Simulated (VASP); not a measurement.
# Li2Al3H9 (P4/mmm) in VASP: further runs

Li2Al3H9 is run at these levels: PBE; tasks: single point, relaxation of cell and atoms.

Everything below comes from runs of VASP 6.6.1. Logs are shortened: lines on timing, memory, paths and dates and some standing lists are left out, and cuts for length are marked.

### 1 The cell of the first run

The structure is tetragonal, space group P4/mmm (No. 123). The conventional cell has a = 3.665 Å, b = 3.665 Å, c = 11.016 Å, α = 90.00°, β = 90.00°, γ = 90.00°. Li (site symmetry 4mm) has 8 H at 2.19 to 2.64 Å within 2.9 Å. Al (site symmetry 4mm) has 6 H at 1.77 to 1.94 Å within 2.4 Å. Al (site symmetry 4/mmm) has 6 H at 1.80 to 1.83 Å within 2.4 Å. H (site symmetry 2mm) has 2 Al at 1.85 Å and 2 Li at 2.19 Å within 2.4 Å. Within 2.4 Å of H (site symmetry mmm) lie 2 Al at 1.83 Å. Within 2.4 Å of H (site symmetry 4mm) lie 2 Al at 1.80 to 1.94 Å. H (site symmetry 4/mmm) has 2 Al at 1.77 Å within 2.4 Å.

### 2 Single point, PBE

Input file INCAR:

```
SYSTEM = Li2Al3H9
PREC = Accurate
ENCUT = 520
EDIFF = 1E-6
ISMEAR = 0
SIGMA = 0.1
LREAL = .FALSE.
LASPH = .TRUE.
NELM = 100
ALGO = Normal
ISIF = 2
LWAVE = .FALSE.
LCHARG = .FALSE.
GGA = PE
NBANDS = 25
```

Input file KPOINTS:

```
Automatic mesh
0
G
  10 10 4
  0 0 0
```

Input file POSCAR:

```
Li2Al3H9
1.0
    3.6650060692      0.0000000000      0.0000000000
    0.0000000000      3.6650060692      0.0000000000
    0.0000000000      0.0000000000     11.0156808452
Li Al H
2 3 9
Direct
    0.5000000000      0.5000000000      0.7893468881
    0.5000000000      0.5000000000      0.2106531119
    0.0000000000      0.0000000000      0.6607555606
    0.0000000000      0.0000000000      0.0000000000
    0.0000000000      0.0000000000      0.3392444394
    0.5000000000      0.0000000000      0.6807790953
    0.5000000000      0.0000000000      0.0000000000
    0.5000000000      0.0000000000      0.3192209047
    0.0000000000      0.5000000000      0.6807790953
    0.0000000000      0.5000000000      0.0000000000
    0.0000000000      0.5000000000      0.3192209047
    0.0000000000      0.0000000000      0.8364392594
    0.0000000000      0.0000000000      0.1635607406
    0.0000000000      0.0000000000      0.5000000000
```

Potentials or basis: VASP PAW PBE potentials, release 64 (Li_sv, Al, H).

The run is started by

```sh
> cat potpaw_PBE.64/Li_sv/POTCAR potpaw_PBE.64/Al/POTCAR potpaw_PBE.64/H/POTCAR > POTCAR
> mpirun -np 1 vasp_std > vasp.out
```

OUTCAR:

```text
SYSTEM = Li2Al3H9
   PREC = Accurate
   ENCUT = 520
   EDIFF = 1E-6
   ISMEAR = 0
   LREAL = .FALSE.
   LASPH = .TRUE.
   NELM = 100
   ISIF = 2
   GGA = PE

 ion  position               nearest neighbor table
   1  0.500  0.500  0.789-   3 2.95   3 2.95   3 2.95   3 2.95
   2  0.500  0.500  0.211-   5 2.95   5 2.95   5 2.95   5 2.95
   3  0.000  0.000  0.661-  14 1.77   9 1.85   6 1.85   9 1.85   6 1.85  12 1.94   1 2.95   1 2.95
                             1 2.95   1 2.95
   4  0.000  0.000  0.000-  12 1.80  13 1.80   7 1.83  10 1.83  10 1.83   7 1.83
   5  0.000  0.000  0.339-  14 1.77  11 1.85   8 1.85  11 1.85   8 1.85  13 1.94   2 2.95   2 2.95
                             2 2.95   2 2.95
   6  0.500  0.000  0.681-   3 1.85   3 1.85
   7  0.500  0.000  0.000-   4 1.83   4 1.83
   8  0.500  0.000  0.319-   5 1.85   5 1.85
   9  0.000  0.500  0.681-   3 1.85   3 1.85
  10  0.000  0.500  0.000-   4 1.83   4 1.83
  11  0.000  0.500  0.319-   5 1.85   5 1.85
  12  0.000  0.000  0.836-   4 1.80   3 1.94
  13  0.000  0.000  0.164-   4 1.80   5 1.94
  14  0.000  0.000  0.500-   3 1.77   5 1.77

  LATTYP: Found a simple tetragonal cell.
 ALAT       =     3.6650060692
 C/A-ratio  =     3.0056378181

  Lattice vectors:

 A1 = (   3.6650060692,   0.0000000000,   0.0000000000)
 A2 = (   0.0000000000,   3.6650060692,   0.0000000000)
 A3 = (   0.0000000000,   0.0000000000,  11.0156808452)

Analysis of symmetry for initial positions (statically):
=====================================================================
 Subroutine PRICEL returns:
 Original cell was already a primitive cell.

 Routine SETGRP: Setting up the symmetry group for a
 simple tetragonal supercell.

 Subroutine GETGRP returns: Found 16 space group operations
 (whereof 16 operations were pure point group operations)
 out of a pool of 16 trial point group operations.

The static configuration has the point symmetry D_4h.

Analysis of symmetry for dynamics (positions and initial velocities):
=====================================================================
 Subroutine PRICEL returns:
 Original cell was already a primitive cell.

 Routine SETGRP: Setting up the symmetry group for a
 simple tetragonal supercell.

 Subroutine GETGRP returns: Found 16 space group operations
 (whereof 16 operations were pure point group operations)
 out of a pool of 16 trial point group operations.

The dynamic configuration has the point symmetry D_4h.

 Subroutine INISYM returns: Found 16 space group operations
 (whereof 16 operations are pure point group operations),
 and found     1 'primitive' translations

----------------------------------------------------------------------------------------

                                     Primitive cell

  volume of cell :     147.9656

  direct lattice vectors                    reciprocal lattice vectors
     3.665006069  0.000000000  0.000000000     0.272850844  0.000000000  0.000000000
     0.000000000  3.665006069  0.000000000     0.000000000  0.272850844  0.000000000
     0.000000000  0.000000000 11.015680845     0.000000000  0.000000000  0.090779682

  length of vectors
     3.665006069  3.665006069 11.015680845     0.272850844  0.272850844  0.090779682

  position of ions in fractional coordinates (direct lattice)
     0.500000000  0.500000000  0.789346888
     0.500000000  0.500000000  0.210653112
     0.000000000  0.000000000  0.660755561
     0.000000000  0.000000000  0.000000000
     0.000000000  0.000000000  0.339244439
     0.500000000  0.000000000  0.680779095
     0.500000000  0.000000000  0.000000000
     0.500000000  0.000000000  0.319220905
     0.000000000  0.500000000  0.680779095
     0.000000000  0.500000000  0.000000000
     0.000000000  0.500000000  0.319220905
     0.000000000  0.000000000  0.836439259
     0.000000000  0.000000000  0.163560741
     0.000000000  0.000000000  0.500000000

  ion indices of the primitive-cell ions
   primitive index   ion index
                 1           1
                 2           2
                 3           3
                 4           4
                 5           5
                 6           6
                 7           7
                 8           8
                 9           9
                10          10
                11          11
                12          12
                13          13
                14          14

----------------------------------------------------------------------------------------

 KPOINTS: Automatic mesh

Automatic generation of k-mesh.
 Grid dimensions read from file:
 generate k-points for:   10   10    4

 Generating k-lattice:

  Cartesian coordinates                     Fractional coordinates (reciprocal lattice)
     0.027285084  0.000000000  0.000000000     0.100000000  0.000000000  0.000000000
     0.000000000  0.027285084  0.000000000     0.000000000  0.100000000  0.000000000
     0.000000000  0.000000000  0.022694920     0.000000000  0.000000000  0.250000000

  Length of vectors
     0.027285084  0.027285084  0.022694920

  Shift w.r.t. Gamma in fractional coordinates (k-lattice)
     0.000000000  0.000000000  0.000000000

 Subroutine IBZKPT returns following result:
 ===========================================

 Found     63 irreducible k-points:

 Following reciprocal coordinates:
            Coordinates               Weight
  0.000000  0.000000  0.000000      1.000000
  0.100000  0.000000  0.000000      4.000000
  0.200000  0.000000  0.000000      4.000000
  0.300000  0.000000  0.000000      4.000000
  0.400000  0.000000  0.000000      4.000000
  0.500000  0.000000  0.000000      2.000000
[... 16 lines left out ...]
  0.100000  0.000000  0.250000      8.000000
  0.200000  0.000000  0.250000      8.000000
 [... further k-points ...]
   k-points           NKPTS =     63   k-points in BZ     NKDIM =     63   number of bands    NBANDS=     25
   number of dos      NEDOS =    301   number of ions     NIONS =     14
   total plane-waves  NPLWV =  65856
   dimension x,y,z NGX =    28 NGY =   28 NGZ =   84
   dimension x,y,z NGXF=    56 NGYF=   56 NGZF=  168
   ions per type =               2   3   9
   NGX,Y,Z   is equivalent  to a cutoff of  12.70, 12.70, 12.68 a.u.
   NGXF,Y,Z  is equivalent  to a cutoff of  25.40, 25.40, 25.35 a.u.
 SYSTEM =  Li2Al3H9
   PREC   = accura    normal or accurate (medium, high low for compatibility)
   ISTART =      0    job   : 0-new  1-cont  2-samecut
   ICHARG =      2    charge: 1-file 2-atom 10-const
   ISPIN  =      1    spin polarized calculation?
   LNONCOLLINEAR =      F non collinear calculations
   LSORBIT =      F    spin-orbit coupling
   LASPH  =      T    aspherical Exc in radial PAW
   ENCUT  =  520.0 eV  38.22 Ry    6.18 a.u.   6.81  6.81 20.48*2*pi/ulx,y,z
   NELM   =    100;   NELMIN=  2; NELMDL= -5     # of ELM steps
   EDIFF  = 0.1E-05   stopping-criterion for ELM
   LREAL  =      F    real-space projection
   EDIFFG = 0.1E-04   stopping-criterion for IOM
   NSW    =      0    number of steps for IOM
   IBRION =     -1    ionic relax: 0-MD 1-quasi-New 2-CG
   NFREE  =      0    steps in history (QN), initial steepest desc. (CG)
   ISIF   =      2    stress and relaxation
   ISYM   =      2    0-nonsym 1-usesym 2-fastsym
   POTIM  = 0.5000    time-step for ionic-motion
   TEBEG  =    0.0;   TEEND  =   0.0 temperature during run
   PSTRESS=    0.0 pullay stress
   NELECT =      24.0000    total number of electrons
   NUPDOWN=      -1.0000    fix difference up-down
   EMIN   =  10.00;   EMAX   =-10.00  energy-range for DOS
   EFERMI =   0.00;   METHOD = LEGACY
   ISMEAR =     0;   SIGMA  =   0.10  broadening in eV -4-tet -1-fermi 0-gaus
   EFERMI_NEDOS =   21; number of points for ismear=-14 and -15
   IALGO  =     38    algorithm
   IMIX   =      4    mixing-type and parameters
     AMIX     =   0.40;   BMIX     =  1.00
     AMIX_MAG =   1.60;   BMIX_MAG =  1.00
  volume/ion in A,a.u.               =      10.57        71.32
  Fermi-wavevector in a.u.,A,eV,Ry     =   0.892809  1.687163 10.845300  0.797107
  Thomas-Fermi vector in A             =   2.014805
   LORBIT       =      0    0 simple, 1 ext, 2 COOP (PROOUT), +10 PAW based schemes
   GGA     = PE    functional components
   LHFCALC =     F    Hartree Fock is set to
   AEXX    =    0.0000 exact exchange contribution
   IVDW    =     0    specifies the selected vdW correction
   LEPSILON=     F    determine dielectric tensor
   LRPA    =     F    only Hartree local field effects (RPA)
 non-spin polarized calculation
 Gauss-broadening in eV      SIGMA  =   0.10
  energy-cutoff  :      520.00
  volume of cell :      147.97
 maximum number of plane-waves:      4014
 NGX is ok and might be reduce to    28
   NGX = 13   NGY = 13   NGZ = 41

 number of electron      23.9999986 magnetization

 Free energy of the ion-electron system (eV)
  ---------------------------------------------------
  ext. energy  EPLUGINS =         0.00000000
  ---------------------------------------------------
  free energy    TOTEN  =       -44.92468775 eV

  energy without entropy =      -44.91904287  energy(sigma->0) =      -44.92186531

 E-fermi :   3.8124     XC(G=0):  -8.0185

 val. band max:        3.7920167795   @ k =   0.4000   0.3000   0.5000
 cond. band min:       3.8435076849   @ k =   0.4000   0.2000   0.5000
 fundamental gap:      0.0514909054
 Fermi energy:         3.8123611131

 k-point     1 :       0.0000    0.0000    0.0000
  band No.  band energies     occupation
      1     -45.2654      2.00000
      2     -45.2654      2.00000
      3      -7.2891      2.00000
      4      -6.6048      2.00000
      5      -6.1445      2.00000
      6      -2.6190      2.00000
[... 637 lines left out ...]
     23       9.3985      0.00000
     24       9.7736      0.00000

 [... further k-points ...]

 [bands above 24 left out]

------------------------ aborting loop because EDIFF is reached ----------------------------------------

  FORCE on cell =-STRESS in cart. coord.  units (eV):
  Direction    XX          YY          ZZ          XY          YZ          ZX
  --------------------------------------------------------------------------------------
  -------------------------------------------------------------------------------------
  Total       -0.1422718     -0.1422718     -0.1317730      0.0000000     -0.0000000      0.0000000
  in kB       -1.5405243     -1.5405243     -1.4268434      0.0000000     -0.0000000      0.0000000
  external PRESSURE =      -1.5026307 kB  Pullay stress =       0.0000000 kB

 VOLUME and BASIS-vectors are now :
 -----------------------------------------------------------------------------
  energy-cutoff  :      520.00
  volume of cell :      147.97
      direct lattice vectors                 reciprocal lattice vectors
     3.665006069  0.000000000  0.000000000     0.272850844  0.000000000  0.000000000
     0.000000000  3.665006069  0.000000000     0.000000000  0.272850844  0.000000000
     0.000000000  0.000000000 11.015680845     0.000000000  0.000000000  0.090779682

 POSITION                                       TOTAL-FORCE (eV/Angst)
 -----------------------------------------------------------------------------------
      1.83250      1.83250      8.69519         0.000000      0.000000      0.000465
      1.83250      1.83250      2.32049        -0.000000     -0.000000     -0.000465
      0.00000      0.00000      7.27867         0.000000      0.000000     -0.000971
      0.00000      0.00000      0.00000         0.000000      0.000000     -0.000000
      0.00000      0.00000      3.73701         0.000000      0.000000      0.000971
      1.83250      0.00000      7.49925         0.000000      0.000000     -0.001643
      1.83250      0.00000      0.00000         0.000000      0.000000     -0.000000
      1.83250      0.00000      3.51644         0.000000      0.000000      0.001643
      0.00000      1.83250      7.49925         0.000000      0.000000     -0.001643
      0.00000      1.83250      0.00000         0.000000      0.000000     -0.000000
      0.00000      1.83250      3.51644         0.000000      0.000000      0.001643
      0.00000      0.00000      9.21395         0.000000      0.000000      0.002458
      0.00000      0.00000      1.80173         0.000000      0.000000     -0.002458
      0.00000      0.00000      5.50784         0.000000      0.000000     -0.000000
 -----------------------------------------------------------------------------------
    total drift:                                0.000000      0.000000      0.000000

  FREE ENERGIE OF THE ION-ELECTRON SYSTEM (eV)
  ---------------------------------------------------
  free  energy   TOTEN  =       -44.9246877502 eV

  energy  without entropy=      -44.9190428656  energy(sigma->0) =      -44.92186531
```

It took 3.6 min on 1 thread of AMD EPYC 7R43 (Zen 3), shared host; peak memory 0.31 GiB.

What came out:

- Free energy: -44.9247 eV
- Band gap on the k mesh: zero (band 12 reaches 4.84 eV, above the bottom of band 13 at 1.62 eV)

Forces on the atoms (eV/Å):
```
Li   0.000  0.000  0.000
Li   0.000  0.000  0.000
Al   0.000  0.000 -0.001
Al   0.000  0.000  0.000
Al   0.000  0.000  0.001
H    0.000  0.000 -0.002
H    0.000  0.000  0.000
H    0.000  0.000  0.002
H    0.000  0.000 -0.002
H    0.000  0.000  0.000
H    0.000  0.000  0.002
H    0.000  0.000  0.002
H    0.000  0.000 -0.002
H    0.000  0.000  0.000
```

Levels at points of the mesh, in eV from the Fermi level:
| k point | band 7 | band 8 | band 9 | band 10 | band 11 | band 12 | band 13 | band 14 | band 15 | band 16 |
| --- | --- | --- | --- | --- | --- | --- | --- | --- | --- | --- |
| (0.00, 0.00, 0.00) | -6.23 | -3.86 | -3.76 | -3.60 | -3.18 | 0.84 | 0.84 | 1.21 | 1.34 | 1.34 |
| (0.50, 0.00, 0.00) | -7.22 | -6.70 | -5.69 | -5.32 | -3.26 | 0.44 | 1.07 | 1.52 | 2.35 | 2.51 |
| (0.50, 0.50, 0.00) | -6.76 | -6.59 | -6.59 | -6.03 | -6.03 | -2.21 | -2.19 | 0.12 | 0.55 | 0.63 |
| (0.00, 0.00, 0.50) | -4.98 | -4.26 | -3.83 | -3.79 | -3.17 | 1.02 | 1.02 | 1.06 | 1.06 | 1.57 |
| (0.50, 0.00, 0.50) | -7.32 | -6.66 | -6.66 | -4.29 | -3.65 | 0.04 | 1.48 | 2.31 | 2.40 | 2.45 |
| (0.50, 0.50, 0.50) | -6.86 | -6.86 | -6.01 | -6.00 | -6.00 | -3.30 | -0.28 | 0.20 | 0.33 | 0.43 |

Caveat: the cutoff is under 1.25 times the usual one of these potentials, so pressure, stress and relaxed cells hold a basis-set (Pulay) error.

(Continued in part 2 of 3.)
